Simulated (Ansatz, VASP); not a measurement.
## One calculation of HfN, two programs

```xyz
2
Lattice="0.0000 2.2560 2.2560 2.2560 0.0000 2.2560 2.2560 2.2560 0.0000" Properties=species:S:1:pos:R:3 pbc="T T T"
Hf    0.0000    0.0000    0.0000
N     2.2560    2.2560    2.2560
```

Alike in both runs: task single point; functional PBE; k mesh 10 × 10 × 10; occupations gaussian, width 0.013 eV; no spin polarisation.

|  | VASP | Ansatz |
| --- | --- | --- |
| version | VASP 6.6.1 | Ansatz 0.2.0 |
| potentials or method | VASP PAW PBE potentials, release 64 (Hf_pv, N) | Ansatz PAW |
| plane-wave cutoff (eV) | 600 | 420 |
| valence electrons in the cell | 15 | 31 |

Ansatz gave:

* gap on the k mesh at the Fermi level (eV): none
* pressure (GPa): 6.6

Question: Which values does VASP return?

Answer: gap on the k mesh at the Fermi level (eV): none; pressure (GPa): 4.1.

A gap of «none» marks a metal or a gap that the smearing closes. With one functional, cell and mesh, what is left measures potentials, basis and numerics. VASP's potentials hold 15 valence electrons a cell and Ansatz's 31, so a difference there can come from the potentials and not from the codes.

Spin-orbit coupling is off throughout.
